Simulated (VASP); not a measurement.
# PbSe (P6_3/mmc) in VASP: a series of runs

The runs below take PbSe through single point, with PBE.

Program: VASP 6.6.1. These are calculated values, not measurements. Logs are shortened: lines on timing, memory, paths and dates and some standing lists are left out, and cuts for length are marked.

### Step 1. The cell of the first run

Symmetry: P6_3/mmc, No. 194, hexagonal system. Conventional cell: a = 4.270 Å, b = 4.270 Å, c = 7.647 Å, α = 90.00°, β = 90.00°, γ = 120.00°. Within 4.1 Å of Pb (site symmetry -6m2) lie 6 Se at 3.12 Å. Se (site symmetry -3m) has 6 Pb at 3.12 Å and 2 Se at 3.82 Å within 4.1 Å.

### Step 2. Single point, PBE

The input, INCAR:

```
PREC = Accurate
ENCUT = 520
EDIFF = 1E-6
ISMEAR = 0
SIGMA = 0.1
LREAL = F
LASPH = T
NELM = 60
ALGO = Normal
ISIF = 2
LWAVE = F
LCHARG = F
GGA = PE
NBANDS = 28
```

The input, KPOINTS:

```
regular mesh
0
Gamma
  6 6 4
```

The input, POSCAR:

```
PbSe
1.0
    4.2698459120      0.0000000000      0.0000000000
   -2.1349229560      3.6977950300      0.0000000000
    0.0000000000      0.0000000000      7.6466623370
Pb Se
2 2
Direct
    0.0000000000      0.0000000000      0.5000000000
    0.3333333333      0.6666666667      0.0000000000
    0.6666666667      0.3333333333      0.2500002443
    0.6666666667      0.3333333333      0.7499997557
```

Potentials or basis: VASP PAW PBE potentials, release 64 (Pb_d, Se).

Run with:

```bash
$ cat potpaw_PBE.64/Pb_d/POTCAR potpaw_PBE.64/Se/POTCAR > POTCAR
$ mpirun -np 1 vasp_std > vasp.out
```

OUTCAR:

```text
PREC = Accurate
   ENCUT = 520
   EDIFF = 1E-6
   ISMEAR = 0
   LREAL = F
   LASPH = T
   NELM = 60
   ISIF = 2
   GGA = PE

 ion  position               nearest neighbor table
   1  0.000  0.000  0.500-   3 3.12   4 3.12   3 3.12   4 3.12   3 3.12   4 3.12
   2  0.333  0.667  0.000-   3 3.12   4 3.12   3 3.12   4 3.12   3 3.12   4 3.12
   3  0.667  0.333  0.250-   1 3.12   1 3.12   1 3.12   2 3.12   2 3.12   2 3.12
   4  0.667  0.333  0.750-   1 3.12   1 3.12   1 3.12   2 3.12   2 3.12   2 3.12

  LATTYP: Found a hexagonal cell.
 ALAT       =     4.2698459120
 C/A-ratio  =     1.7908520576

  Lattice vectors:

 A1 = (   4.2698459120,   0.0000000000,   0.0000000000)
 A2 = (  -2.1349229560,   3.6977950300,   0.0000000000)
 A3 = (   0.0000000000,   0.0000000000,   7.6466623370)

Analysis of symmetry for initial positions (statically):
=====================================================================
 Subroutine PRICEL returns:
 Original cell was already a primitive cell.

 Routine SETGRP: Setting up the symmetry group for a
 hexagonal supercell.

 Subroutine GETGRP returns: Found 24 space group operations
 (whereof 12 operations were pure point group operations)
 out of a pool of 24 trial point group operations.

The static configuration has the point symmetry D_3h.
 The point group associated with its full space group is D_6h.

Analysis of symmetry for dynamics (positions and initial velocities):
=====================================================================
 Subroutine PRICEL returns:
 Original cell was already a primitive cell.

 Routine SETGRP: Setting up the symmetry group for a
 hexagonal supercell.

 Subroutine GETGRP returns: Found 24 space group operations
 (whereof 12 operations were pure point group operations)
 out of a pool of 24 trial point group operations.

The dynamic configuration has the point symmetry D_3h.
 The point group associated with its full space group is D_6h.

 Subroutine INISYM returns: Found 24 space group operations
 (whereof 12 operations are pure point group operations),
 and found     1 'primitive' translations

----------------------------------------------------------------------------------------

                                     Primitive cell

  volume of cell :     120.7333

  direct lattice vectors                    reciprocal lattice vectors
     4.269845912  0.000000000  0.000000000     0.234200489  0.135215715  0.000000000
    -2.134922956  3.697795030  0.000000000     0.000000000  0.270431431  0.000000000
     0.000000000  0.000000000  7.646662337     0.000000000  0.000000000  0.130776011

  length of vectors
     4.269845912  4.269845912  7.646662337     0.270431431  0.270431431  0.130776011

  position of ions in fractional coordinates (direct lattice)
     0.000000000  0.000000000  0.500000000
     0.333333333  0.666666667  0.000000000
     0.666666667  0.333333333  0.250000244
     0.666666667  0.333333333  0.749999756

  ion indices of the primitive-cell ions
   primitive index   ion index
                 1           1
                 2           2
                 3           3
                 4           4

----------------------------------------------------------------------------------------

 KPOINTS: regular mesh

Automatic generation of k-mesh.
 Grid dimensions read from file:
 generate k-points for:    6    6    4

 Generating k-lattice:

  Cartesian coordinates                     Fractional coordinates (reciprocal lattice)
     0.039033415  0.022535953  0.000000000     0.166666667  0.000000000  0.000000000
     0.000000000  0.045071905  0.000000000     0.000000000  0.166666667  0.000000000
     0.000000000  0.000000000  0.032694003     0.000000000  0.000000000  0.250000000

  Length of vectors
     0.045071905  0.045071905  0.032694003

  Shift w.r.t. Gamma in fractional coordinates (k-lattice)
     0.000000000  0.000000000  0.000000000

 Subroutine IBZKPT returns following result:
 ===========================================

 Found     21 irreducible k-points:

 Following reciprocal coordinates:
            Coordinates               Weight
  0.000000  0.000000  0.000000      1.000000
  0.166667  0.000000  0.000000      6.000000
  0.333333 -0.000000  0.000000      6.000000
  0.500000 -0.000000  0.000000      3.000000
  0.166667  0.166667  0.000000      6.000000
  0.333333  0.166667  0.000000     12.000000
[... 13 lines left out ...]
  0.333333  0.166667  0.500000     12.000000
  0.333333  0.333333  0.500000      2.000000
   k-points           NKPTS =     21   k-points in BZ     NKDIM =     21   number of bands    NBANDS=     28
   number of dos      NEDOS =    301   number of ions     NIONS =      4
   total plane-waves  NPLWV =  61440
   dimension x,y,z NGX =    32 NGY =   32 NGZ =   60
   dimension x,y,z NGXF=    64 NGYF=   64 NGZF=  120
   ions per type =               2   2
   NGX,Y,Z   is equivalent  to a cutoff of  12.46, 12.46, 13.04 a.u.
   NGXF,Y,Z  is equivalent  to a cutoff of  24.92, 24.92, 26.09 a.u.
 SYSTEM =  unknown system
   PREC   = accura    normal or accurate (medium, high low for compatibility)
   ISTART =      0    job   : 0-new  1-cont  2-samecut
   ICHARG =      2    charge: 1-file 2-atom 10-const
   ISPIN  =      1    spin polarized calculation?
   LNONCOLLINEAR =      F non collinear calculations
   LSORBIT =      F    spin-orbit coupling
   LASPH  =      T    aspherical Exc in radial PAW
   ENCUT  =  520.0 eV  38.22 Ry    6.18 a.u.   7.94  7.94 14.22*2*pi/ulx,y,z
   NELM   =     60;   NELMIN=  2; NELMDL= -5     # of ELM steps
   EDIFF  = 0.1E-05   stopping-criterion for ELM
   LREAL  =      F    real-space projection
[... 7 lines left out ...]
   TEBEG  =    0.0;   TEEND  =   0.0 temperature during run
   PSTRESS=    0.0 pullay stress
   NELECT =      40.0000    total number of electrons
   NUPDOWN=      -1.0000    fix difference up-down
   EMIN   =  10.00;   EMAX   =-10.00  energy-range for DOS
   EFERMI =   0.00;   METHOD = LEGACY
   ISMEAR =     0;   SIGMA  =   0.10  broadening in eV -4-tet -1-fermi 0-gaus
   EFERMI_NEDOS =   21; number of points for ismear=-14 and -15
   IALGO  =     38    algorithm
   IMIX   =      4    mixing-type and parameters
     AMIX     =   0.40;   BMIX     =  1.00
     AMIX_MAG =   1.60;   BMIX_MAG =  1.00
  volume/ion in A,a.u.               =      30.18       203.69
  Fermi-wavevector in a.u.,A,eV,Ry     =   1.132798  2.140678 17.459425  1.283232
  Thomas-Fermi vector in A             =   2.269500
   LORBIT       =      0    0 simple, 1 ext, 2 COOP (PROOUT), +10 PAW based schemes
   GGA     = PE    functional components
   LHFCALC =     F    Hartree Fock is set to
   AEXX    =    0.0000 exact exchange contribution
   IVDW    =     0    specifies the selected vdW correction
   LEPSILON=     F    determine dielectric tensor
   LRPA    =     F    only Hartree local field effects (RPA)
 non-spin polarized calculation
 Gauss-broadening in eV      SIGMA  =   0.10
  energy-cutoff  :      520.00
  volume of cell :      120.73
 maximum number of plane-waves:      3312
 NGX is ok and might be reduce to    32
   NGX = 15   NGY = 15   NGZ = 29

 number of electron      40.0000003 magnetization

 Free energy of the ion-electron system (eV)
  ---------------------------------------------------
  ext. energy  EPLUGINS =         0.00000000
  ---------------------------------------------------
  free energy    TOTEN  =       -16.05433673 eV

  energy without entropy =      -16.05371782  energy(sigma->0) =      -16.05402728

 E-fermi :   4.3884     XC(G=0):  -9.2855

 val. band max:        4.2975875246   @ k =   0.0000   0.0000   0.0000
 cond. band min:       4.5034574931   @ k =   0.5000  -0.0000   0.0000
 fundamental gap:      0.2058699685
 Fermi energy:         4.3883852870

 k-point     1 :       0.0000    0.0000    0.0000
  band No.  band energies     occupation
      1     -12.3612      2.00000
      2     -12.3612      2.00000
      3     -12.3557      2.00000
      4     -12.3557      2.00000
      5     -12.3214      2.00000
      6     -12.3140      2.00000
[... 20 lines left out ...]
     27       9.6690      0.00000
     28      11.3762      0.00000

 k-point     2 :       0.1667    0.0000    0.0000
  band No.  band energies     occupation
      1     -12.3672      2.00000
      2     -12.3577      2.00000
      3     -12.3507      2.00000
      4     -12.3460      2.00000
      5     -12.3259      2.00000
      6     -12.3162      2.00000
[... 20 lines left out ...]
     27      10.1003      0.00000
     28      11.2005      0.00000

 k-point     3 :       0.3333   -0.0000    0.0000
  band No.  band energies     occupation
      1     -12.3805      2.00000
      2     -12.3626      2.00000
      3     -12.3616      2.00000
      4     -12.3294      2.00000
      5     -12.3263      2.00000
      6     -12.3239      2.00000
[... 20 lines left out ...]
     27      10.2346      0.00000
     28      11.6913      0.00000

 k-point     4 :       0.5000   -0.0000    0.0000
  band No.  band energies     occupation
      1     -12.3874      2.00000
      2     -12.3790      2.00000
      3     -12.3653      2.00000
      4     -12.3273      2.00000
      5     -12.3240      2.00000
      6     -12.3188      2.00000
[... 20 lines left out ...]
     27      10.5337      0.00000
     28      11.1058      0.00000

 k-point     5 :       0.1667    0.1667    0.0000
  band No.  band energies     occupation
      1     -12.3719      2.00000
      2     -12.3575      2.00000
      3     -12.3518      2.00000
      4     -12.3397      2.00000
      5     -12.3360      2.00000
      6     -12.3260      2.00000
[... 20 lines left out ...]
     27      10.5338      0.00000
     28      12.0582      0.00000

 k-point     6 :       0.3333    0.1667    0.0000
  band No.  band energies     occupation
      1     -12.3778      2.00000
      2     -12.3766      2.00000
      3     -12.3562      2.00000
      4     -12.3287      2.00000
      5     -12.3279      2.00000
      6     -12.3249      2.00000
[... 370 lines left out ...]
      5     -12.3177      2.00000
      6     -12.3176      2.00000
[... 20 lines left out ...]
     27      11.5860      0.00000
     28      11.5860      0.00000

 k-point    19 :       0.1667    0.1667    0.5000
  band No.  band energies     occupation
      1     -12.3688      2.00000
      2     -12.3687      2.00000
      3     -12.3384      2.00000
      4     -12.3383      2.00000
      5     -12.3330      2.00000
      6     -12.3329      2.00000
[... 20 lines left out ...]
     27      11.1237      0.00000
     28      11.1237      0.00000

 k-point    20 :       0.3333    0.1667    0.5000
  band No.  band energies     occupation
      1     -12.3744      2.00000
      2     -12.3743      2.00000
      3     -12.3434      2.00000
      4     -12.3434      2.00000
      5     -12.3263      2.00000
      6     -12.3262      2.00000
[... 20 lines left out ...]
     27      11.5886      0.00000
     28      11.5886      0.00000

 k-point    21 :       0.3333    0.3333    0.5000
  band No.  band energies     occupation
      1     -12.3679      2.00000
      2     -12.3679      2.00000
      3     -12.3348      2.00000
      4     -12.3348      2.00000
      5     -12.3339      2.00000
      6     -12.3338      2.00000
[... 20 lines left out ...]
     27      11.6664      0.00000
     28      11.6664      0.00000

------------------------ aborting loop because EDIFF is reached ----------------------------------------

  FORCE on cell =-STRESS in cart. coord.  units (eV):
  Direction    XX          YY          ZZ          XY          YZ          ZX
  --------------------------------------------------------------------------------------
  -------------------------------------------------------------------------------------
  Total       -0.0249292     -0.0249292     -0.0071606      0.0000000     -0.0000000      0.0000000
  in kB       -0.3308205     -0.3308205     -0.0950234      0.0000000     -0.0000000      0.0000000
  external PRESSURE =      -0.2522214 kB  Pullay stress =       0.0000000 kB

 VOLUME and BASIS-vectors are now :
 -----------------------------------------------------------------------------
  energy-cutoff  :      520.00
  volume of cell :      120.73
      direct lattice vectors                 reciprocal lattice vectors
     4.269845912  0.000000000  0.000000000     0.234200489  0.135215715  0.000000000
    -2.134922956  3.697795030  0.000000000     0.000000000  0.270431431  0.000000000
     0.000000000  0.000000000  7.646662337     0.000000000  0.000000000  0.130776011

 POSITION                                       TOTAL-FORCE (eV/Angst)
 -----------------------------------------------------------------------------------
      0.00000      0.00000      3.82333         0.000000      0.000000      0.000000
     -0.00000      2.46520      0.00000        -0.000000     -0.000000      0.000000
      2.13492      1.23260      1.91167         0.000000     -0.000000     -0.000000
      2.13492      1.23260      5.73499        -0.000000     -0.000000      0.000000
 -----------------------------------------------------------------------------------
    total drift:                               -0.000000      0.000000      0.000000

  FREE ENERGIE OF THE ION-ELECTRON SYSTEM (eV)
  ---------------------------------------------------
  free  energy   TOTEN  =       -16.0543367304 eV

  energy  without entropy=      -16.0537178230  energy(sigma->0) =      -16.05402728
```

Run time: 23 s. Hardware: 1 thread of Intel Xeon 6975P-C (Granite Rapids), shared host; peak memory 0.26 GiB.

Results:

* Free energy: -16.0543 eV
* Pressure: 0.0 GPa
* Band gap on the k mesh: 0.21 eV (least direct gap 0.26 eV)

Levels at points of the mesh, in eV from the valence-band top:
| k point | band 17 | band 18 | band 19 | band 20 | band 21 | band 22 | band 23 | band 24 |
| --- | --- | --- | --- | --- | --- | --- | --- | --- |
| (0.00, 0.00, 0.00) | -1.34 | -0.63 | -0.63 | 0.00 | 1.24 | 2.42 | 2.42 | 4.59 |
| (0.50, 0.00, 0.00) | -2.43 | -1.00 | -0.42 | -0.06 | 0.21 | 1.73 | 1.99 | 4.23 |
| (0.00, 0.00, 0.50) | -1.04 | -1.04 | -1.04 | -1.04 | 3.14 | 3.14 | 3.37 | 3.37 |
| (0.50, 0.00, 0.50) | -1.90 | -1.90 | -1.88 | -1.88 | 2.31 | 2.31 | 3.69 | 3.69 |

Caveat: spin-orbit coupling is left out, which moves the levels of the heavy elements. A k mesh can miss the band edges.

### Step 3. Single point, PBE

The input, INCAR:

```
SYSTEM = PbSe
ALGO = Normal
EDIFF = 1E-6
ENCUT = 520
GGA = PE
ISIF = 2
ISMEAR = 0
LASPH = .TRUE.
LCHARG = .FALSE.
LREAL = .FALSE.
LWAVE = .FALSE.
NBANDS = 28
NELM = 80
PREC = Accurate
SIGMA = 0.01
```

The input, KPOINTS:

```
k-points
0
G
  12 12 6
  0 0 0
```

The input, POSCAR:

```
PbSe
1.0
    4.2698459120      0.0000000000      0.0000000000
   -2.1349229560      3.6977950300      0.0000000000
    0.0000000000      0.0000000000      7.6466623370
Pb Se
2 2
Direct
    0.3333333333      0.6666666667      0.2500000000
    0.6666666667      0.3333333333      0.7500000000
    0.0000000000      0.0000000000      0.0000000000
    0.0000000000      0.0000000000      0.5000000000
```

Potentials or basis: VASP PAW PBE potentials, release 64 (Pb_d, Se).

Run with:

```bash
$ cat potpaw_PBE.64/Pb_d/POTCAR potpaw_PBE.64/Se/POTCAR > POTCAR
$ mpirun -np 1 vasp_std > vasp.out
```

OUTCAR:

```text
SYSTEM = PbSe
   EDIFF = 1E-6
   ENCUT = 520
   GGA = PE
   ISIF = 2
   ISMEAR = 0
   LASPH = .TRUE.
   LREAL = .FALSE.
   NELM = 80
   PREC = Accurate

 ion  position               nearest neighbor table
   1  0.333  0.667  0.250-   3 3.12   4 3.12   3 3.12   4 3.12   3 3.12   4 3.12
   2  0.667  0.333  0.750-   3 3.12   4 3.12   3 3.12   4 3.12   3 3.12   4 3.12
   3  0.000  0.000  0.000-   1 3.12   2 3.12   1 3.12   2 3.12   2 3.12   1 3.12
   4  0.000  0.000  0.500-   1 3.12   2 3.12   1 3.12   2 3.12   2 3.12   1 3.12

  LATTYP: Found a hexagonal cell.
[... 939 lines left out ...]
     28      11.6107      0.00000

 [... further k-points ...]
[... 5 lines left out ...]
  --------------------------------------------------------------------------------------
  -------------------------------------------------------------------------------------
  Total       -0.0089097     -0.0089097     -0.0186233      0.0000000     -0.0000000      0.0000000
  in kB       -0.1182349     -0.1182349     -0.2471384      0.0000000     -0.0000000      0.0000000
  external PRESSURE =      -0.1612027 kB  Pullay stress =       0.0000000 kB

 VOLUME and BASIS-vectors are now :
 -----------------------------------------------------------------------------
  energy-cutoff  :      520.00
  volume of cell :      120.73
      direct lattice vectors                 reciprocal lattice vectors
     4.269845912  0.000000000  0.000000000     0.234200489  0.135215715  0.000000000
    -2.134922956  3.697795030  0.000000000     0.000000000  0.270431431  0.000000000
     0.000000000  0.000000000  7.646662337     0.000000000  0.000000000  0.130776011

 POSITION                                       TOTAL-FORCE (eV/Angst)
 -----------------------------------------------------------------------------------
     -0.00000      2.46520      1.91167         0.000000      0.000000      0.000000
      2.13492      1.23260      5.73500        -0.000000      0.000000      0.000000
      0.00000      0.00000      0.00000        -0.000000      0.000000      0.000000
      0.00000      0.00000      3.82333        -0.000000      0.000000      0.000000
 -----------------------------------------------------------------------------------
    total drift:                               -0.000000      0.000000      0.000000

  FREE ENERGIE OF THE ION-ELECTRON SYSTEM (eV)
  ---------------------------------------------------
  free  energy   TOTEN  =       -16.0580282595 eV

  energy  without entropy=      -16.0580282595  energy(sigma->0) =      -16.05802826
```

OSZICAR:

```text
N       E                     dE             d eps       ncg     rms          rms(c)
DAV:   1     0.398501708542E+03    0.39850E+03   -0.18676E+04  4256   0.148E+03
DAV:   2     0.265494709558E+02   -0.37195E+03   -0.36115E+03  4292   0.389E+02
DAV:   3    -0.149224455184E+02   -0.41472E+02   -0.40376E+02  5636   0.145E+02
DAV:   4    -0.167759065674E+02   -0.18535E+01   -0.18470E+01  4948   0.323E+01
DAV:   5    -0.168406319041E+02   -0.64725E-01   -0.64720E-01  5440   0.660E+00    0.395E+00
DAV:   6    -0.160675998810E+02    0.77303E+00   -0.17475E+00  5892   0.761E+00    0.203E+00
DAV:   7    -0.160544966219E+02    0.13103E-01   -0.35777E-01  4712   0.237E+00    0.125E+00
DAV:   8    -0.160619152325E+02   -0.74186E-02   -0.57423E-02  5108   0.200E+00    0.459E-01
DAV:   9    -0.160576032208E+02    0.43120E-02   -0.12887E-02  5812   0.914E-01    0.127E-01
DAV:  10    -0.160579556539E+02   -0.35243E-03   -0.18531E-03  5156   0.223E-01    0.439E-02
DAV:  11    -0.160580229782E+02   -0.67324E-04   -0.19780E-04  4676   0.957E-02    0.940E-03
DAV:  12    -0.160580277279E+02   -0.47498E-05   -0.13663E-05  4664   0.234E-02    0.351E-03
DAV:  13    -0.160580282595E+02   -0.53154E-06   -0.61974E-06  3904   0.150E-02
   1 F= -.16058028E+02 E0= -.16058028E+02  d E =-.282545E-37
```

Wall time 73 s (1 thread of Intel Xeon 6975P-C (Granite Rapids), shared host); peak memory 0.39 GiB.

Results:

```
Free energy            : -16.0580 eV
Pressure               : 0.0 GPa
Band gap on the k mesh : 0.21 eV (least direct gap 0.26 eV)
```

Caveat: spin-orbit coupling is left out, which moves the levels of the heavy elements. A k mesh can miss the band edges.
